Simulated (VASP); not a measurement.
Set up this calculation in VASP 6.6.1, as the native input.

```
Task                   : electric field gradients
Functional             : PBEsol
Potentials or basis    : VASP PAW PBE potentials, release 64 (Hg)
Cutoff                 : 520 eV
k mesh                 : 8 × 8 × 9
Occupations            : fermi-dirac, width 0.05 eV
Spin                   : no spin polarisation
Dipole correction      : no
Further INCAR settings : ALGO = Normal; EDIFF = 1e-08; NBANDS = 25
```

The structure of Hg lies in POSCAR:

```
Hg
1.0
    4.5550851948      0.0000000000      0.0000000000
   -2.2775425974      3.9448194950      0.0000000000
    0.0000000000      0.0000000000      3.8828572373
Hg
3
Direct
    0.3333333333      0.6666666667      0.5000000000
    0.0000000000      0.0000000000      0.0000000000
    0.6666666667      0.3333333333      0.5000000000
```

This cell differs from its parent crystal: volume scaled by 1.01.

One way to write it, as run:

INCAR

```
ALGO = Normal
EDIFF = 1E-8
ENCUT = 520
GGA = PS
ISIF = 2
ISMEAR = -1
LASPH = True
LCHARG = False
LEFG = True
LREAL = False
LWAVE = False
NBANDS = 25
NELM = 80
PREC = Accurate
SIGMA = 0.05
```

KPOINTS

```
k-points
0
Gamma
  8 8 9
```

Potentials or basis: VASP PAW PBE potentials, release 64 (Hg).

Command:

```sh
$ cat potpaw_PBE.64/Hg/POTCAR > POTCAR
$ mpirun -np 1 vasp_std > vasp.out
```

It gave:

```json
{
  "Pressure": "7.8 GPa",
  "Band gap on the k mesh": "zero (band 18 reaches 6.90 eV, above the bottom of band 19 at 1.88 eV)"
}
```

Caveat: without QUAD_EFG the Cq values of the log hold for a quadrupole moment of 1 mb, not for the nuclei; the PAW data sets were made with another functional, which shifts forces and pressure a little; spin-orbit coupling is left out, which moves the levels of the heavy elements.

Run time: 69 s on 1 thread of Intel(R) Xeon(R) Platinum 8259CL CPU @ 2.50GHz (Skylake/Cascade Lake) (shared host), peak memory 0.22 GiB.
